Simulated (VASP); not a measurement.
Zn, 2 atoms in the cell. Symmetry: P6_3/mmc, No. 194, hexagonal system. Conventional cell: a = 2.584 Å, b = 2.584 Å, c = 5.042 Å, α = 90.00°, β = 90.00°, γ = 120.00°. Zn (site symmetry -6m2) has 12 Zn at 2.58 to 2.93 Å within 3.4 Å.  This cell differs from its parent crystal: uniaxial strain along c: +3.0 %, then relaxed in part.

* Program: VASP 6.6.1
* Task: single point
* Functional: PBEsol
* Potentials or basis: VASP PAW PBE potentials, release 64 (Zn)
* Cutoff: 520 eV
* k mesh: 24 × 24 × 12
* Occupations: gaussian, width 0.1 eV
* Spin: no spin polarisation
* Dipole correction: no
* Further INCAR settings: ALGO = Fast; EDIFF = 1e-06; NBANDS = 19

Potentials or basis: VASP PAW PBE potentials, release 64 (Zn).

Run with:

```console
$ cat potpaw_PBE.64/Zn/POTCAR > POTCAR
$ mpirun -np 1 vasp_std > vasp.out
```

Hardware: 1 thread of Intel Xeon 8259CL (shared host).

**Question.** How long does it take, and how much memory?

**Answer.** It took 4.3 min on 1 thread of Intel Xeon 8259CL (shared host), peak memory 0.3 GiB. Counts: scf iterations 12, k points 427.
